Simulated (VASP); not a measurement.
Ag3Os:

```
CELL_PARAMETERS angstrom
3.53384 0.00000 0.00000
0.00000 3.53384 0.00000
0.00000 0.00000 7.09127
ATOMIC_POSITIONS crystal
Ag 0.00000 0.00000 0.81355
Ag 0.00000 0.00000 0.18645
Ag 0.50000 0.50000 0.00000
Os 0.50000 0.50000 0.50000
```

The cell was built from a structure type or drawn by symmetry, and may not be a known phase.

| Quantity | Value |
| --- | --- |
| Program | VASP 6.6.1 |
| Task | relaxation of cell and atoms |
| Functional | PBE |
| Potentials or basis | VASP PAW PBE potentials, release 64 (Ag, Os) |
| Cutoff | 600 eV |
| k mesh | 6 × 6 × 3 |
| Occupations | gaussian, width 0.2 eV |
| Spin | no spin polarisation |

At the start: pressure -13.0 GPa; volume 22.14 Å³/atom.

Q: Where does the relaxation end?

A: Over 29 steps the energy falls by 888.9 meV/atom and the volume is 16.73 Å³/atom (-24.4 %); space group P4/mmm (No. 123, to 0.1 Å) before and after.

The path:
```csv
step,energy change (eV),largest force (eV/Å),pressure (GPa),volume (Å³)
1,0.0000,2.2005,-13.02,88.56
2,-1.5668,3.6523,4.59,67.42
3,-1.5725,3.7861,7.87,65.88
4,-2.4300,1.5433,12.87,61.86
5,-2.4724,0.6377,17.78,60.45
6,-2.7673,0.0569,-7.56,71.80
7,-2.8678,0.1245,-1.02,67.42
8,-2.9102,0.0059,-0.65,67.28
9,-3.0440,0.4177,0.85,66.72
10,-3.1857,1.3382,6.93,64.98
11,-3.1665,1.5590,9.20,64.46
12,-3.1726,1.5599,9.17,64.52
13,-3.1887,1.5656,8.89,64.69
14,-3.2117,1.5787,8.51,65.01
15,-3.2355,1.6204,8.19,65.55
16,-3.1218,1.5963,10.32,66.25
17,-3.2286,1.6388,8.41,65.73
18,-3.2668,1.5208,6.89,66.21
19,-3.3491,1.1923,2.72,67.65
20,-3.3859,0.6517,-4.03,70.59
21,-3.3913,0.7754,-2.49,69.83
22,-3.4071,0.7448,-2.39,69.64
23,-3.4500,0.6509,-1.97,69.07
24,-3.5149,0.4488,-0.93,67.93
25,-3.5417,0.0229,2.62,65.69
26,-3.5501,0.1509,1.21,66.46
27,-3.5545,0.0374,-0.35,67.05
28,-3.5545,0.0355,-0.39,67.06
29,-3.5555,0.0169,-0.24,66.94
```

Final structure:
```yaml
crystal:
  lattice:
    - [2.73449, 0.00000, 0.00000]
    - [0.00000, 2.73449, 0.00000]
    - [0.00000, 0.00000, 8.95225]
  atoms:
    - { symbol: Ag, position: [0.00000, 0.00000, 0.74384] }
    - { symbol: Ag, position: [0.00000, 0.00000, 0.25616] }
    - { symbol: Ag, position: [0.50000, 0.50000, 0.00000] }
    - { symbol: Os, position: [0.50000, 0.50000, 0.50000] }
```

Caveat: the volume moved by over 15 % at a fixed basis, so the end points are rough.
